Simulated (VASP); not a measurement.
Here is a VASP 6.6.1 calculation.

Contents of INCAR:

```
SYSTEM = Rh
PREC = Accurate ; ENCUT = 520
EDIFF = 1E-6 ; ISMEAR = 0
SIGMA = 0.15 ; LREAL = .FALSE.
LASPH = .TRUE. ; NELM = 80
ALGO = Fast ; ISIF = 2
LWAVE = .FALSE. ; LCHARG = .TRUE.
GGA = PE ; LELF = .TRUE.
LVHAR = .TRUE. ; NBANDS = 14
```

The input KPOINTS:

```
Automatic mesh
0
G
  24 24 24
  0 0 0
```

The input POSCAR:

```
Rh
1.0
    0.0000000000      1.9015500000      1.9015500000
    1.9015500000      0.0000000000      1.9015500000
    1.9015500000      1.9015500000      0.0000000000
Rh
1
Direct
    0.0000000000      0.0000000000      0.0000000000
```

Potentials or basis: VASP PAW PBE potentials, release 64 (Rh_pv).

Run with:

```sh
$ cat potpaw_PBE.64/Rh_pv/POTCAR > POTCAR
$ mpirun -np 1 vasp_std > vasp.out
```

(1) What does it give for the pressure?

Results:

(1) 5.8 GPa.
